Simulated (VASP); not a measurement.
Set up this calculation in VASP 6.6.1, as the native input.

| Item | Value |
| --- | --- |
| Task | relaxation of cell and atoms |
| Functional | PBE |
| Potentials or basis | VASP PAW PBE potentials, release 64 (Sn_d, P) |
| Cutoff | 600 eV |
| k mesh | 4 × 4 × 4 |
| Occupations | gaussian, width 0.1 eV |
| Spin | no spin polarisation |
| Dipole correction | no |
| Further INCAR settings | ALGO = Normal; EDIFF = 1e-07; IBRION = 2; EDIFFG = -0.04; NSW = 90; ISIF = 3 |

The structure of Sn3P4 lies in POSCAR:

```
Sn3P4
1.0
    5.1249344500      0.0000000000      0.0000000000
    0.0000000000      5.1249344500      0.0000000000
    0.0000000000      0.0000000000      5.1249344500
Sn P
3 4
Direct
    0.5000000000      0.0000000000      0.0000000000
    0.0000000000      0.5000000000      0.0000000000
    0.0000000000      0.0000000000      0.5000000000
    0.0000000000      0.5000000000      0.5000000000
    0.5000000000      0.0000000000      0.5000000000
    0.5000000000      0.5000000000      0.0000000000
    0.0000000000      0.0000000000      0.0000000000
```

This cell differs from its parent crystal: atoms taken out.

These files were run (other wordings do the same):

INCAR

```
SYSTEM = Sn3P4
ALGO = Normal
EDIFF = 1E-7
EDIFFG = -0.04
ENCUT = 600
GGA = PE
IBRION = 2
ISIF = 3
ISMEAR = 0
LASPH = .True.
LCHARG = .False.
LREAL = .False.
LWAVE = .False.
NELM = 100
NSW = 90
PREC = Accurate
SIGMA = 0.1
```

KPOINTS

```
k-points
0
Gamma
  4 4 4
  0 0 0
```

Potentials or basis: VASP PAW PBE potentials, release 64 (Sn_d, P).

Command:

```console
$ cat potpaw_PBE.64/Sn_d/POTCAR potpaw_PBE.64/P/POTCAR > POTCAR
$ mpirun -np 1 vasp_std > vasp.out
```

It gave:

- Relaxed volume: 23.16 Å³/atom
- Relaxed cell: a = 5.453 Å, b = 5.453 Å, c = 5.453 Å, α = 90.00°, β = 90.00°, γ = 90.00°
- Space group after relaxing (to 0.1 Å): Pm-3m (No. 221)
- Energy gained by relaxing: 200.9 meV/atom
- Ionic steps: 3
- Pressure after relaxing: 0.0 GPa
- Band gap on the k mesh: zero (bands 31 and 32 overlap by 1.02 eV)

Caveat: the cell differs from its parent crystal (atoms taken out); the volume moved by over 15 % at a fixed basis, so the end points are rough; spin-orbit coupling is left out, which moves the levels of the heavy elements.

It took 81 s on 1 thread of AMD EPYC 9R45 96-Core Processor (Zen 5), with other jobs on the host, peak memory 0.25 GiB.
